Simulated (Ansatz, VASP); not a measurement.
One calculation of B3N2Cl, two programs

The input INCAR:

```
SYSTEM = B3N2Cl
PREC = Accurate ; ENCUT = 600
EDIFF = 1E-7 ; ISMEAR = 0
SIGMA = 0.1 ; LREAL = .FALSE.
LASPH = .TRUE. ; NELM = 200
ALGO = Normal ; ISIF = 3
LWAVE = .FALSE. ; LCHARG = .FALSE.
ISPIN = 2 ; MAGMOM = 0 0 0 1.1 1.1 0
LORBIT = 11 ; GGA = PE
IBRION = 2 ; NSW = 100
EDIFFG = -0.01 ; GGA_COMPAT = .FALSE.
NELMIN = 4 ; KPAR = 4
```

KPOINTS

```
regular mesh
0
G
  12 12 6
  0 0 0
```

POSCAR

```
B3N2Cl
1.0
    4.2221922690      0.0000000000      0.0000000000
   -2.1110961345      3.6565257646      0.0000000000
    0.0000000000      0.0000000000      6.3921668420
B N Cl
3 2 1
Direct
    0.0000000000      0.0000000000      0.7634288747
    0.0000000000      0.0000000000      0.2365711253
    0.0000000000      0.0000000000      0.0000000000
    0.3333333333      0.6666666667      0.5000000000
    0.6666666667      0.3333333333      0.5000000000
    0.0000000000      0.0000000000      0.5000000000
```

Input for Ansatz:

```yaml
crystal:
  lattice:
    - [4.222192269, 0.0, 0.0]
    - [-2.1110961345, 3.6565257646, 0.0]
    - [0.0, 0.0, 6.392166842]
  atoms:
    - { symbol: B, position: [0.0, 0.0, 0.7634288747] }
    - { symbol: B, position: [0.0, 0.0, 0.2365711253] }
    - { symbol: B, position: [0.0, 0.0, 0.0] }
    - { symbol: "N", position: [0.3333333333, 0.6666666667, 0.5], spin: 1.1 }
    - { symbol: "N", position: [0.6666666667, 0.3333333333, 0.5], spin: 1.1 }
    - { symbol: Cl, position: [0.0, 0.0, 0.5] }
basis:
  ecutwfc: 420
kpoints:
  mp_grid: { grid: [12, 12, 6] }
hamiltonian:
  xc: pbe
scf:
  occupations: { method: gaussian, width: 0.1 }
output:
  forces: true
  stress: true
  eigenvalues: true
  populations: true
  write_density: true
  write_potential: true
  elf: true
  volumetric_format: npy
magnetization:
  spin_polarized: true
relax:
  adjacent_minimum: "off"
  f_tol: 0.01
  max_steps: 80
  cell: { stress_tol: 0.05 }
```

Alike in both runs: task relaxation of cell and atoms; functional PBE; k mesh 12 × 12 × 6; occupations gaussian, width 0.1 eV; collinear spin.

|  | VASP | Ansatz |
| --- | --- | --- |
| version | VASP 6.6.1 | Ansatz 0.2.0 |
| potentials or method | VASP PAW PBE potentials, release 64 (B, N, Cl), cutoff 600 eV | scalar-relativistic, plane waves, PAW |
| valence electrons in the cell | 26 | 26 |

|  | VASP | Ansatz | Ansatz less VASP |
| --- | --- | --- | --- |
| gap on the k mesh at the Fermi level, each at its own relaxed structure (eV) | none | none | - |
| net moment per atom (μB) | 0.40 | 0.39 | -0.013 |
| size of the moment on the site where the two differ most (μB) | 0.66 | 0.78 | +0.127 |
| relaxed volume (Å³/atom) | 15.83 | 15.75 | -0.084 |
| relaxed length of the cell vector where the two differ most in proportion (Å) | 4.136 | 4.123 | -0.0134 |

Site moments also hang on the region over which each program counts them. A gap of «none» marks a metal or a gap that the smearing closes.
